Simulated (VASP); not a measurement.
MgO (Periclase), 2 atoms in the cell. It takes space group Fm-3m (No. 225, cubic). The conventional cell has a = 4.217 Å, b = 4.217 Å, c = 4.217 Å, α = 90.00°, β = 90.00°, γ = 90.00°. Mg (site symmetry m-3m) has 6 O at 2.11 Å within 2.8 Å. O (site symmetry m-3m) has 6 Mg at 2.11 Å within 2.8 Å. 

```yaml
Program: VASP 6.6.1
Task: single point
Functional: BLYP
Potentials_or_basis: VASP PAW PBE potentials, release 64 (Mg, O)
Cutoff: 600 eV
k_mesh: 8 × 8 × 8
Occupations: fermi-dirac, width 0.02 eV
Spin: no spin polarisation
Dipole_correction: no
Further_INCAR_settings: ALGO = Normal; EDIFF = 1e-06; NBANDS = 11
```

Potentials or basis: VASP PAW PBE potentials, release 64 (Mg, O).

Launch:

```console
$ cat potpaw_PBE.64/Mg/POTCAR potpaw_PBE.64/O/POTCAR > POTCAR
$ mpirun -np 1 vasp_std > vasp.out
```

Hardware: 1 thread of AMD EPYC 7R13, with other jobs on the host.

Question: How long does it take, and how much memory?

Answer: Wall time 24 s on 1 thread of AMD EPYC 7R13, with other jobs on the host, peak memory 0.11 GiB. Counts: scf iterations 12, k points 29.
